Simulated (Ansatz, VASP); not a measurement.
**One calculation of NaCl, two programs**

```
CELL_PARAMETERS angstrom
0.00000 2.85931 2.85931
2.85931 0.00000 2.85931
2.85931 2.85931 0.00000
ATOMIC_POSITIONS crystal
Na 0.00000 0.00000 0.00000
Cl 0.50000 0.50000 0.50000
```

Alike in both runs: task relaxation of cell and atoms; functional PBE; k mesh 8 × 8 × 8; occupations gaussian, width 0.02 eV; no spin polarisation.

|  | VASP | Ansatz |
| --- | --- | --- |
| version | VASP 6.6.1 | Ansatz 0.2.0 |
| potentials or method | VASP PAW PBE potentials, release 64 (Na_pv, Cl), cutoff 500 eV | scalar-relativistic, all-electron LAPW |

|  | VASP | Ansatz | Ansatz less VASP |
| --- | --- | --- | --- |
| gap on the k mesh at the Fermi level, each at its own relaxed structure (eV) | 5.00 | 4.99 | -0.007 |
| relaxed volume (Å³/atom) | 23.06 | 23.11 | +0.047 |
| relaxed cell length with the largest relative difference (Å) | 4.025 | 4.028 | +0.0028 |

Ansatz ran all-electron here, and VASP with PAW potentials.
